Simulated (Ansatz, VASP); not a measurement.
# AlCo: VASP beside Ansatz

INCAR

```
SYSTEM = AlCo
PREC     = Accurate       ! precision mode
ENCUT    = 520            ! plane-wave cutoff, eV
EDIFF    = 1E-7           ! SCF threshold, eV
ISMEAR   = 0              ! smearing method
SIGMA    = 0.15           ! smearing width, eV
LREAL    = .False.        ! projectors in reciprocal space
LASPH    = .True.         ! aspherical terms in the spheres
NELM     = 80             ! most SCF steps
ALGO     = Fast           ! electronic algorithm
ISIF     = 2              ! what is computed and relaxed
LWAVE    = .False.        ! write WAVECAR
LCHARG   = .True.         ! write CHGCAR
GGA      = PS             ! functional
LELF     = .True.         ! ELF
LVHAR    = .True.       
NBANDS   = 13             ! bands
```

KPOINTS

```
regular mesh
0
Gamma
  22 22 22
  0 0 0
```

File POSCAR:

```
AlCo
1.0
    2.8225855360      0.0000000000      0.0000000000
    0.0000000000      2.8225855360      0.0000000000
    0.0000000000      0.0000000000      2.9637148128
Al Co
1 1
Direct
    0.0000000000      0.0000000000      0.0000000000
    0.5000000000      0.5000000000      0.5000000000
```

Input for Ansatz:

```yaml
crystal:
  lattice:
    - [2.822585536, 0.0, 0.0]
    - [0.0, 2.822585536, 0.0]
    - [0.0, 0.0, 2.9637148128]
  atoms:
    - { symbol: Al, position: [0.0, 0.0, 0.0] }
    - { symbol: Co, position: [0.5, 0.5, 0.5] }
basis:
  ecutwfc: 420
kpoints:
  mp_grid: { grid: [22, 22, 22] }
hamiltonian:
  xc: pbesol
scf:
  occupations: { method: gaussian, width: 0.15 }
output:
  forces: true
  stress: true
  eigenvalues: true
```

Change from the starting cell: strain +0.000 along x and y, +0.050 along z, atoms carried along.

Alike in both runs: task single point; functional PBEsol; k mesh 22 × 22 × 22; occupations gaussian, width 0.15 eV; no spin polarisation.

```csv
,VASP,Ansatz
version,VASP 6.6.1,Ansatz 0.2.0
potentials or method,"VASP PAW PBE potentials, release 64 (Al, Co), cutoff 520 eV","scalar-relativistic, plane waves, PAW"
valence electrons in the cell,12,20
```

Ansatz gave:

```
gap on the k mesh at the Fermi level (eV)                     : none
pressure (GPa)                                                : -8.2
traceless stress, the component that is largest in VASP (GPa) : -3.63
```

Which values does VASP return?

gap on the k mesh at the Fermi level (eV): none; pressure (GPa): -8.1; traceless stress, the component that is largest in VASP (GPa): -3.64.

VASP's potentials were made for PBE, not for PBEsol. A gap of «none» marks a metal or a gap that the smearing closes. VASP's potentials hold 12 valence electrons a cell and Ansatz's 20, so a difference there can come from the potentials and not from the codes.
